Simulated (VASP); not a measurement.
# InP (I4/mmm) in VASP: a series of runs

Runs on InP. Level: PBE. Tasks: single point.

All numbers are computed with VASP 6.6.1; they aren't measurements. Logs are shortened: lines on timing, memory, paths and dates and some standing lists are left out, and cuts for length are marked.

### 1 The cell of the first run

Symmetry: I4/mmm, No. 139, tetragonal system. Conventional cell: a = 3.918 Å, b = 3.918 Å, c = 5.707 Å, α = 90.00°, β = 90.00°, γ = 90.00°. In (site symmetry 4/mmm) has 6 P at 2.77 to 2.85 Å within 3.7 Å. P (site symmetry 4/mmm) has 6 In at 2.77 to 2.85 Å within 3.7 Å.

### 2 Single point, PBE (strain +0.000 along x and y, +0.030 along z)

File INCAR:

```
SYSTEM = InP
  ALGO = Normal
  EDIFF = 1E-6
  ENCUT = 520
  GGA = PE
  ISIF = 2
  ISMEAR = 0
  LASPH = .TRUE.
  LCHARG = .FALSE.
  LREAL = .FALSE.
  LWAVE = .FALSE.
  NBANDS = 16
  NELM = 100
  PREC = Accurate
  SIGMA = 0.15
```

File KPOINTS:

```
k-points
0
G
  18 18 18
  0 0 0
```

File POSCAR:

```
InP
1.0
    0.0000000000      2.7701604146      2.8532652270
    2.7701604146      0.0000000000      2.8532652270
    2.7701604146      2.7701604146      0.0000000000
In P
1 1
Direct
    0.0000000000      0.0000000000      0.0000000000
    0.5000000000      0.5000000000      0.5000000000
```

Potentials or basis: VASP PAW PBE potentials, release 64 (In_d, P).

Run with:

```
$ cat potpaw_PBE.64/In_d/POTCAR potpaw_PBE.64/P/POTCAR > POTCAR
$ mpirun -np 1 vasp_std > vasp.out
```

OUTCAR:

```text
SYSTEM = InP
   EDIFF = 1E-6
   ENCUT = 520
   GGA = PE
   ISIF = 2
   ISMEAR = 0
   LASPH = .TRUE.
   LREAL = .FALSE.
   NELM = 100
   PREC = Accurate

 ion  position               nearest neighbor table
   1  0.000  0.000  0.000-   2 2.77   2 2.77   2 2.77   2 2.77   2 2.85   2 2.85
   2  0.500  0.500  0.500-   1 2.77   1 2.77   1 2.77   1 2.77   1 2.85   1 2.85

  LATTYP: Found a body centered tetragonal cell.
 ALAT       =     3.9175984283
 C/A-ratio  =     1.4566399692

  Lattice vectors:

 A1 = (  -2.7701604146,   0.0000000000,   2.8532652270)
 A2 = (   2.7701604146,   0.0000000000,   2.8532652270)
 A3 = (   0.0000000000,   2.7701604146,  -2.8532652270)

Analysis of symmetry for initial positions (statically):
=====================================================================
 Subroutine PRICEL returns:
 Original cell was already a primitive cell.

 Routine SETGRP: Setting up the symmetry group for a
 body centered tetragonal supercell.

 Subroutine GETGRP returns: Found 16 space group operations
 (whereof 16 operations were pure point group operations)
 out of a pool of 16 trial point group operations.

The static configuration has the point symmetry D_4h.

Analysis of symmetry for dynamics (positions and initial velocities):
=====================================================================
 Subroutine PRICEL returns:
 Original cell was already a primitive cell.

 Routine SETGRP: Setting up the symmetry group for a
 body centered tetragonal supercell.

 Subroutine GETGRP returns: Found 16 space group operations
 (whereof 16 operations were pure point group operations)
 out of a pool of 16 trial point group operations.

The dynamic configuration has the point symmetry D_4h.

 Subroutine INISYM returns: Found 16 space group operations
 (whereof 16 operations are pure point group operations),
 and found     1 'primitive' translations

----------------------------------------------------------------------------------------

                                     Primitive cell

  volume of cell :      43.7907

  direct lattice vectors                    reciprocal lattice vectors
     0.000000000  2.770160415  2.853265227    -0.180494962  0.180494962  0.175237828
     2.770160415  0.000000000  2.853265227     0.180494962 -0.180494962  0.175237828
     2.770160415  2.770160415  0.000000000     0.180494962  0.180494962 -0.175237828

  length of vectors
     3.976796598  3.976796598  3.917598428     0.309620993  0.309620993  0.309620993

  position of ions in fractional coordinates (direct lattice)
     0.000000000  0.000000000  0.000000000
     0.500000000  0.500000000  0.500000000

  ion indices of the primitive-cell ions
   primitive index   ion index
                 1           1
                 2           2

----------------------------------------------------------------------------------------

 KPOINTS: k-points

Automatic generation of k-mesh.
 Grid dimensions read from file:
 generate k-points for:   18   18   18

 Generating k-lattice:

  Cartesian coordinates                     Fractional coordinates (reciprocal lattice)
    -0.010027498  0.010027498  0.009735435     0.055555556 -0.000000000  0.000000000
     0.010027498 -0.010027498  0.009735435    -0.000000000  0.055555556  0.000000000
     0.010027498  0.010027498 -0.009735435     0.000000000  0.000000000  0.055555556

  Length of vectors
     0.017201166  0.017201166  0.017201166

  Shift w.r.t. Gamma in fractional coordinates (k-lattice)
     0.000000000  0.000000000  0.000000000

 Subroutine IBZKPT returns following result:
 ===========================================

 Found    480 irreducible k-points:

 Following reciprocal coordinates:
            Coordinates               Weight
  0.000000  0.000000  0.000000      1.000000
  0.055556  0.000000  0.000000      8.000000
  0.111111  0.000000  0.000000      8.000000
  0.166667  0.000000  0.000000      8.000000
  0.222222  0.000000  0.000000      8.000000
  0.277778  0.000000  0.000000      8.000000
[... 16 lines left out ...]
 -0.277778  0.055556  0.000000      8.000000
 -0.222222  0.055556  0.000000      8.000000
 [... further k-points ...]
   k-points           NKPTS =    480   k-points in BZ     NKDIM =    480   number of bands    NBANDS=     16
   number of dos      NEDOS =    301   number of ions     NIONS =      2
   total plane-waves  NPLWV =  27000
   dimension x,y,z NGX =    30 NGY =   30 NGZ =   30
   dimension x,y,z NGXF=    60 NGYF=   60 NGZF=   60
   ions per type =               1   1
   NGX,Y,Z   is equivalent  to a cutoff of  12.54, 12.54, 12.73 a.u.
   NGXF,Y,Z  is equivalent  to a cutoff of  25.08, 25.08, 25.46 a.u.
 SYSTEM =  InP
   PREC   = accura    normal or accurate (medium, high low for compatibility)
   ISTART =      0    job   : 0-new  1-cont  2-samecut
   ICHARG =      2    charge: 1-file 2-atom 10-const
   ISPIN  =      1    spin polarized calculation?
   LNONCOLLINEAR =      F non collinear calculations
   LSORBIT =      F    spin-orbit coupling
   LASPH  =      T    aspherical Exc in radial PAW
   ENCUT  =  520.0 eV  38.22 Ry    6.18 a.u.   7.39  7.39  7.28*2*pi/ulx,y,z
   NELM   =    100;   NELMIN=  2; NELMDL= -5     # of ELM steps
   EDIFF  = 0.1E-05   stopping-criterion for ELM
   LREAL  =      F    real-space projection
   EDIFFG = 0.1E-04   stopping-criterion for IOM
   NSW    =      0    number of steps for IOM
   IBRION =     -1    ionic relax: 0-MD 1-quasi-New 2-CG
   NFREE  =      0    steps in history (QN), initial steepest desc. (CG)
   ISIF   =      2    stress and relaxation
   ISYM   =      2    0-nonsym 1-usesym 2-fastsym
   POTIM  = 0.5000    time-step for ionic-motion
   TEBEG  =    0.0;   TEEND  =   0.0 temperature during run
   PSTRESS=    0.0 pullay stress
   NELECT =      18.0000    total number of electrons
   NUPDOWN=      -1.0000    fix difference up-down
   EMIN   =  10.00;   EMAX   =-10.00  energy-range for DOS
   EFERMI =   0.00;   METHOD = LEGACY
   ISMEAR =     0;   SIGMA  =   0.15  broadening in eV -4-tet -1-fermi 0-gaus
   EFERMI_NEDOS =   21; number of points for ismear=-14 and -15
   IALGO  =     38    algorithm
   IMIX   =      4    mixing-type and parameters
     AMIX     =   0.40;   BMIX     =  1.00
     AMIX_MAG =   1.60;   BMIX_MAG =  1.00
  volume/ion in A,a.u.               =      21.90       147.76
  Fermi-wavevector in a.u.,A,eV,Ry     =   1.217227  2.300226 20.158966  1.481642
  Thomas-Fermi vector in A             =   2.352555
   LORBIT       =      0    0 simple, 1 ext, 2 COOP (PROOUT), +10 PAW based schemes
   GGA     = PE    functional components
   LHFCALC =     F    Hartree Fock is set to
   AEXX    =    0.0000 exact exchange contribution
   IVDW    =     0    specifies the selected vdW correction
   LEPSILON=     F    determine dielectric tensor
   LRPA    =     F    only Hartree local field effects (RPA)
 non-spin polarized calculation
 Gauss-broadening in eV      SIGMA  =   0.15
  energy-cutoff  :      520.00
  volume of cell :       43.79
 maximum number of plane-waves:      1209
 NGX is ok and might be reduce to    30
   NGX = 15   NGY = 15   NGZ = 15

 number of electron      18.0000002 magnetization

 Free energy of the ion-electron system (eV)
  ---------------------------------------------------
  ext. energy  EPLUGINS =         0.00000000
  ---------------------------------------------------
  free energy    TOTEN  =        -7.90624627 eV

  energy without entropy =       -7.89207592  energy(sigma->0) =       -7.89916109

 E-fermi :   6.6663     XC(G=0): -10.2526

 val. band max:        6.6631886668   @ k =   0.3333   0.0000   0.0000
 cond. band min:       6.6669166845   @ k =  -0.2778   0.2222   0.0000
 fundamental gap:      0.0037280177
 Fermi energy:         6.6663305527

 k-point     1 :       0.0000    0.0000    0.0000
  band No.  band energies     occupation
      1      -7.5210      2.00000
      2      -7.5194      2.00000
      3      -7.5087      2.00000
      4      -7.4959      2.00000
      5      -7.4959      2.00000
      6      -5.1231      2.00000
[... 8 lines left out ...]
     15      15.2503      0.00000
     16      15.2503      0.00000

 k-point     2 :       0.0556    0.0000    0.0000
  band No.  band energies     occupation
      1      -7.5218      2.00000
      2      -7.5207      2.00000
      3      -7.5073      2.00000
      4      -7.4955      2.00000
      5      -7.4943      2.00000
      6      -5.0861      2.00000
[... 8 lines left out ...]
     15      14.8310      0.00000
     16      15.1371      0.00000

 k-point     3 :       0.1111    0.0000    0.0000
  band No.  band energies     occupation
      1      -7.5253      2.00000
      2      -7.5252      2.00000
      3      -7.5036      2.00000
      4      -7.4930      2.00000
      5      -7.4892      2.00000
      6      -4.9757      2.00000
[... 8 lines left out ...]
     15      14.4810      0.00000
     16      14.9953      0.00000

 k-point     4 :       0.1667    0.0000    0.0000
  band No.  band energies     occupation
      1      -7.5328      2.00000
      2      -7.5316      2.00000
      3      -7.5015      2.00000
      4      -7.4851      2.00000
      5      -7.4806      2.00000
      6      -4.7941      2.00000
[... 8 lines left out ...]
     15      14.6725      0.00000
     16      14.8959      0.00000

 k-point     5 :       0.2222    0.0000    0.0000
  band No.  band energies     occupation
      1      -7.5426      2.00000
      2      -7.5398      2.00000
      3      -7.5018      2.00000
      4      -7.4724      2.00000
      5      -7.4696      2.00000
      6      -4.5461      2.00000
[... 8 lines left out ...]
     15      15.0827      0.00000
     16      15.0928      0.00000

 k-point     6 :       0.2778    0.0000    0.0000
  band No.  band energies     occupation
      1      -7.5531      2.00000
      2      -7.5486      2.00000
      3      -7.5031      2.00000
      4      -7.4580      2.00000
      5      -7.4576      2.00000
      6      -4.2413      2.00000
[... 8 lines left out ...]
     15      15.6178      0.00000
     16      15.6587      0.00000

 k-point     7 :       0.3333    0.0000    0.0000
  band No.  band energies     occupation
      1      -7.5631      2.00000
      2      -7.5570      2.00000
      3      -7.5048      2.00000
      4      -7.4462      2.00000
      5      -7.4443      2.00000
      6      -3.8978      2.00000
[... 8 lines left out ...]
     15      16.2418      0.00000
     16      16.3336      0.00000

 k-point     8 :       0.3889    0.0000    0.0000
  band No.  band energies     occupation
      1      -7.5713      2.00000
      2      -7.5639      2.00000
      3      -7.5064      2.00000
      4      -7.4370      2.00000
      5      -7.4330      2.00000
      6      -3.5513      2.00000
[... 8 lines left out ...]
     15      16.9069      0.00000
     16      17.0551      0.00000

 k-point     9 :       0.4444    0.0000    0.0000
  band No.  band energies     occupation
      1      -7.5766      2.00000
      2      -7.5684      2.00000
      3      -7.5076      2.00000
      4      -7.4309      2.00000
      5      -7.4256      2.00000
      6      -3.2698      2.00000
[... 8 lines left out ...]
     15      17.5046      0.00000
     16      17.7028      0.00000
[... 172 lines left out ...]
 k-point    19 :       0.5000    0.0556    0.0000
  band No.  band energies     occupation
      1      -7.5753      2.00000
      2      -7.5753      2.00000
      3      -7.5061      2.00000
      4      -7.4282      2.00000
      5      -7.4274      2.00000
      6      -3.1388      2.00000
[... 8 lines left out ...]
     15      17.8132      0.00000
     16      18.3184      0.00000

 k-point    20 :      -0.4444    0.0556    0.0000
  band No.  band energies     occupation
      1      -7.5767      2.00000
      2      -7.5724      2.00000
      3      -7.5061      2.00000
      4      -7.4304      2.00000
      5      -7.4259      2.00000
      6      -3.1719      2.00000
[... 8 lines left out ...]
     15      17.4324      0.00000
     16      18.4994      0.00000

 k-point    21 :      -0.3889    0.0556    0.0000
  band No.  band energies     occupation
      1      -7.5745      2.00000
      2      -7.5666      2.00000
      3      -7.5054      2.00000
      4      -7.4365      2.00000
      5      -7.4293      2.00000
      6      -3.4054      2.00000
[... 8 lines left out ...]
     15      16.7787      0.00000
     16      18.0988      0.00000

 k-point    22 :      -0.3333    0.0556    0.0000
  band No.  band energies     occupation
      1      -7.5690      2.00000
      2      -7.5584      2.00000
      3      -7.5043      2.00000
      4      -7.4458      2.00000
      5      -7.4371      2.00000
      6      -3.7388      2.00000
[... 8 lines left out ...]
     15      16.0844      0.00000
     16      17.4036      0.00000

 k-point    23 :      -0.2778    0.0556    0.0000
  band No.  band energies     occupation
      1      -7.5608      2.00000
      2      -7.5488      2.00000
      3      -7.5028      2.00000
      4      -7.4570      2.00000
      5      -7.4485      2.00000
      6      -4.0894      2.00000
[... 8 lines left out ...]
     15      15.4422      0.00000
     16      16.6688      0.00000

 k-point    24 :      -0.2222    0.0556    0.0000
  band No.  band energies     occupation
      1      -7.5512      2.00000
      2      -7.5391      2.00000
      3      -7.5013      2.00000
      4      -7.4687      2.00000
      5      -7.4621      2.00000
      6      -4.4115      2.00000
[... 8 lines left out ...]
     15      14.9465      0.00000
     16      15.9970      0.00000

 [... further k-points ...]
[... 5 lines left out ...]
  --------------------------------------------------------------------------------------
  -------------------------------------------------------------------------------------
  Total       -0.3043929     -0.3043929     -0.9954035      0.0000000      0.0000000      0.0000000
  in kB      -11.1368692    -11.1368692    -36.4189787      0.0000000      0.0000000      0.0000000
  external PRESSURE =     -19.5642390 kB  Pullay stress =       0.0000000 kB

 VOLUME and BASIS-vectors are now :
 -----------------------------------------------------------------------------
  energy-cutoff  :      520.00
  volume of cell :       43.79
      direct lattice vectors                 reciprocal lattice vectors
     0.000000000  2.770160415  2.853265227    -0.180494962  0.180494962  0.175237828
     2.770160415  0.000000000  2.853265227     0.180494962 -0.180494962  0.175237828
     2.770160415  2.770160415  0.000000000     0.180494962  0.180494962 -0.175237828

 POSITION                                       TOTAL-FORCE (eV/Angst)
 -----------------------------------------------------------------------------------
      0.00000      0.00000      0.00000         0.000000     -0.000000      0.000000
      2.77016      2.77016      2.85327        -0.000000      0.000000      0.000000
 -----------------------------------------------------------------------------------
    total drift:                               -0.000000      0.000000      0.000000

  FREE ENERGIE OF THE ION-ELECTRON SYSTEM (eV)
  ---------------------------------------------------
  free  energy   TOTEN  =        -7.9062462680 eV

  energy  without entropy=       -7.8920759205  energy(sigma->0) =       -7.89916109
```

It took 7.9 min on 1 thread of Intel Xeon 8259CL, shared host; peak memory 0.44 GiB.

Results:

```
Free energy            : -7.9062 eV
Pressure               : -2.0 GPa
Band gap on the k mesh : zero (bands 9 and 10 overlap by 2.49 eV)
```

Stress tensor (GPa, compression positive):
```
-1.11  0.00  0.00
 0.00 -1.11  0.00
 0.00  0.00 -3.64
```

Caveat: the cell differs from its parent crystal (strain +0.000 along x and y, +0.030 along z); spin-orbit coupling is left out, which moves the levels of the heavy elements.

### 3 Single point, PBE (strain +0.015 along x and y, +0.000 along z)

File INCAR:

```
ALGO = Normal
EDIFF = 1E-6
ENCUT = 520
GGA = PE
ISIF = 2
ISMEAR = 0
LASPH = T
LCHARG = F
LREAL = F
LWAVE = F
NBANDS = 16
NELM = 100
PREC = Accurate
SIGMA = 0.15
```

File KPOINTS:

```
k-points
0
Gamma
  18 18 18
```

File POSCAR:

```
InP
1.0
    0.0000000000      2.8117128208      2.7701604146
    2.8117128208      0.0000000000      2.7701604146
    2.8117128208      2.8117128208      0.0000000000
In P
1 1
Direct
    0.0000000000      0.0000000000      0.0000000000
    0.5000000000      0.5000000000      0.5000000000
```

Potentials or basis: VASP PAW PBE potentials, release 64 (In_d, P).

Run with:

```
$ cat potpaw_PBE.64/In_d/POTCAR potpaw_PBE.64/P/POTCAR > POTCAR
$ mpirun -np 1 vasp_std > vasp.out
```

It took 6.9 min on 1 thread of Intel Xeon 8259CL, shared host; peak memory 0.44 GiB.

It converged, with:

```
Free energy            : -7.9112 eV
Pressure               : -2.0 GPa
Band gap on the k mesh : zero (bands 9 and 10 overlap by 2.56 eV)
```

Stress tensor (GPa, compression positive):
```
-2.53  0.00  0.00
 0.00 -2.53  0.00
 0.00  0.00 -1.08
```

Levels at points of the mesh, in eV from the Fermi level:
```csv
k point,band 7,band 8,band 9,band 10,band 11,band 12
"(0.00, 0.00, 0.00)",-0.35,-0.22,-0.22,0.28,7.06,7.06
"(0.50, 0.00, 0.00)",-6.47,0.10,0.17,2.46,3.36,3.49
"(0.50, 0.50, 0.00)",-4.76,-2.62,-2.27,-2.27,3.86,9.55
"(0.50, 0.00, 0.50)",-4.75,-2.48,-2.30,-2.13,3.93,9.41
```

Caveat: the cell differs from its parent crystal (strain +0.015 along x and y, +0.000 along z); spin-orbit coupling is left out, which moves the levels of the heavy elements.
